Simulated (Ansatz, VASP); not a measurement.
**InSb: VASP beside Ansatz**

The input INCAR:

```
SYSTEM = InSb
  ALGO = Normal
  EDIFF = 1E-7
  EDIFFG = -0.04
  ENCUT = 600
  GGA = PE
  IBRION = 2
  ISIF = 3
  ISMEAR = 0
  LASPH = .True.
  LCHARG = .False.
  LREAL = .False.
  LWAVE = .False.
  NELM = 60
  NSW = 90
  PREC = Accurate
  SIGMA = 0.1
```

Contents of KPOINTS:

```
k-points
0
Gamma
  4 4 4
  0 0 0
```

The input POSCAR:

```
InSb
1.0
    4.5604899018      0.0000000000      0.0000000000
    0.0000000000      4.5604899018      0.0000000000
    0.0000000000      0.0000000000      5.2978444631
In Sb
2 2
Direct
    0.5000000000      0.0000000000      0.9939536927
    0.0000000000      0.5000000000      0.0060463073
    0.5000000000      0.5000000000      0.5000000000
    0.0000000000      0.0000000000      0.5000000000
```

Input for Ansatz:

```yaml
crystal:
  lattice:
    - [4.5604899018, 0.0, 0.0]
    - [0.0, 4.5604899018, 0.0]
    - [0.0, 0.0, 5.2978444631]
  atoms:
    - { symbol: In, position: [0.5, 0.0, 0.9939536927] }
    - { symbol: In, position: [0.0, 0.5, 0.0060463073] }
    - { symbol: Sb, position: [0.5, 0.5, 0.5] }
    - { symbol: Sb, position: [0.0, 0.0, 0.5] }
basis:
  ecutwfc: 420
kpoints:
  mp_grid: { grid: [4, 4, 4] }
hamiltonian:
  xc: pbe
scf:
  occupations: { method: gaussian, width: 0.1 }
  lower_state_search: "off"
output:
  forces: true
  stress: true
  eigenvalues: true
relax:
  adjacent_minimum: "off"
  f_tol: 0.04
  max_steps: 70
  cell: { stress_tol: 0.4 }
```

Alike in both runs: task relaxation of cell and atoms; functional PBE; k mesh 4 × 4 × 4; occupations gaussian, width 0.1 eV; no spin polarisation.

|  | VASP | Ansatz |
| --- | --- | --- |
| version | VASP 6.6.1 | Ansatz 0.2.0 |
| potentials or method | VASP PAW PBE potentials, release 64 (In_d, Sb), cutoff 600 eV | scalar-relativistic, plane waves, PAW |
| valence electrons in the cell | 36 | 56 |

VASP gave:

- gap on the k mesh at the Fermi level, each at its own relaxed structure (eV): none
- relaxed volume (Å³/atom): 28.40
- relaxed cell length with the largest relative difference (Å): 4.610

Q: What did Ansatz give for the same quantities?

A: gap on the k mesh at the Fermi level, each at its own relaxed structure (eV): none; relaxed volume (Å³/atom): 28.46; relaxed cell length with the largest relative difference (Å): 4.617.

A gap of «none» marks a metal or a gap that the smearing closes. VASP's potentials hold 36 valence electrons a cell and Ansatz's 56, so a difference there can come from the potentials and not from the codes.

Spin-orbit coupling is off throughout.
